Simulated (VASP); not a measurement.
# BaTiO3: single point with PBE+U

Crystal: BaTiO3.

```
Ba Ti O
1.0
     3.92806    0.00000    0.00000
     0.00000    2.81582    2.88592
     0.00000   -2.81582    2.88592
Ba Ti O
1 1 3
Direct
  0.00000 0.00808 0.00808
  0.50000 0.51971 0.51971
  0.00000 0.49163 0.49163
  0.50000 0.49381 0.98300
  0.50000 0.98300 0.49381
```

This cell differs from its parent crystal: strain -0.0200 x Voigt [1, 1, 0, 0, 0, 0].

```yaml
Program: VASP 6.6.1
Task: single point
Functional: PBE
Potentials_or_basis: VASP PAW PBE potentials, release 64 (Ba_sv, Ti_sv, O)
Cutoff: 520 eV
k_mesh: 6 × 6 × 6
Occupations: gaussian, width 0.05 eV
Spin: no spin polarisation
Hubbard_terms: Ti d U = 4.0 eV
Dipole_correction: no
Further_INCAR_settings: ALGO = Normal; EDIFF = 1e-06; NBANDS = 28
```

```yaml
Pressure: 11.1 GPa
Largest_force: 0.875 eV/Å
Band_gap_on_the_k_mesh: 2.56 eV (least direct gap 2.93 eV)
```

Forces in eV/Å, atoms in the order of the input:
```
Ba   0.000  0.000 -0.071
Ti   0.000  0.000 -0.875
O    0.000  0.000 -0.074
O    0.000 -0.545  0.510
O    0.000  0.545  0.510
```

Stress tensor (GPa, compression positive):
```
12.41  0.00  0.00
 0.00 13.18  0.00
 0.00  0.00  7.70
```

Levels at points of the mesh, in eV from the valence-band top:
```tsv
k point	band 17	band 18	band 19	band 20	band 21	band 22	band 23	band 24
(0.00, 0.00, 0.00)	-1.12	-0.50	-0.45	-0.36	2.57	2.78	2.80	4.38
(0.50, 0.00, 0.00)	-1.72	-1.65	-1.21	-0.97	2.93	4.21	4.32	4.32
(0.00, 0.50, 0.00)	-1.77	-1.66	-0.95	-0.83	2.84	4.16	4.16	4.38
(0.50, 0.50, 0.00)	-1.84	-0.91	-0.89	-0.09	4.19	4.30	4.62	4.85
(0.00, 0.50, 0.50)	-1.79	-1.03	-0.90	-0.25	4.14	4.23	4.50	5.22
(0.50, 0.50, 0.50)	-2.25	-0.17	-0.02	0.00	4.76	4.81	4.89	6.40
```

Eigenvalues of the final occupation matrices:
| site | spin | trace | eigenvalues |
| --- | --- | --- | --- |
| site 2 d | 1 | 0.83 | 0.11 0.11 0.11 0.25 0.25 |
| site 2 d | 2 | 0.83 | 0.11 0.11 0.11 0.25 0.25 |

Run time: 44 s on 1 thread of Intel(R) Xeon(R) 6975P-C (Granite Rapids), with other jobs on the host, peak memory 0.23 GiB.

Caveat: the cell differs from its parent crystal (strain -0.0200 x Voigt [1, 1, 0, 0, 0, 0]); the cell stands under pressure; spin-orbit coupling is left out, which moves the levels of the heavy elements. A k mesh can miss the band edges.
